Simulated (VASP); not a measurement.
A run of VASP 6.6.1:

File POSCAR:

```
Cd
1.0
    1.6300139210      0.9410889761      2.3842871356
   -1.6300139210      0.9410889761      2.3842871356
    0.0000000000     -1.8821779522      2.3842871356
Cd
1
Direct
    0.0000000000      0.0000000000      0.0000000000
```

Contents of INCAR.step1:

```
SYSTEM = Cd
PREC = Accurate
ENCUT = 520
ISMEAR = 0
SIGMA = 0.1
LREAL = .FALSE.
LASPH = .TRUE.
NELM = 100
NBANDS = 12
GGA = PE
ALGO = Normal
EDIFF = 1E-4
LWAVE = .TRUE.
LCHARG = .FALSE.
```

INCAR.step2

```
SYSTEM = Cd
PREC = Accurate
ENCUT = 520
EDIFF = 1E-6
ISMEAR = 0
SIGMA = 0.1
LREAL = .FALSE.
LASPH = .TRUE.
NELM = 100
ALGO = Normal
ISIF = 2
LWAVE = .FALSE.
LCHARG = .FALSE.
METAGGA = R2SCAN
LMIXTAU = .TRUE.
NBANDS = 12
ISTART = 1
```

KPOINTS

```
regular mesh
0
G
  21 21 21
  0 0 0
```

Potentials or basis: VASP PAW PBE potentials, release 64 (Cd).

Run with:

```sh
$ cat potpaw_PBE.64/Cd/POTCAR > POTCAR
$ cp INCAR.step1 INCAR
$ mpirun -np 1 vasp_std > vasp.out
$ cp INCAR.step2 INCAR
$ mpirun -np 1 vasp_std > vasp.out
```

Hardware: 1 thread of AMD EPYC 7R43 64-Core Processor (Zen 3) (shared host).

Problem. How long does it take, and how much memory?

Solution. It took 9.9 min on 1 thread of AMD EPYC 7R43 64-Core Processor (Zen 3) (shared host), peak memory 0.29 GiB. Counts: k points 891.
